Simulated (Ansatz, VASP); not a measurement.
**Sn: VASP beside Ansatz**

```
Sn
1.0
    -2.90990    2.90990    1.58699
     2.90990   -2.90990    1.58699
     2.90990    2.90990   -1.58699
Sn
2
Direct
  0.75000 0.25000 0.50000
  0.00000 0.00000 0.00000
```

Alike in both runs: functional PBEsol; k mesh 14 × 14 × 14; occupations gaussian, width 0.1 eV; no spin polarisation.

Ansatz relaxed the structure, and its values are those at the end. VASP's run is a single point on that final structure, the one shown.

|  | VASP | Ansatz |
| --- | --- | --- |
| version | VASP 6.6.1 | Ansatz 0.2.0 |
| potentials or method | VASP PAW PBE potentials, release 64 (Sn_d), cutoff 520 eV | scalar-relativistic, plane waves, PAW |
| valence electrons in the cell | 28 | 28 |

```csv
,VASP,Ansatz,Ansatz less VASP
gap on the k mesh at the Fermi level (eV),none,none,-
pressure (GPa),0.0,0.0,+0.04
```

VASP's potentials were made for PBE, not for PBEsol. A gap of «none» marks a metal or a gap that the smearing closes. With one functional, cell and mesh, what is left measures potentials, basis and numerics.
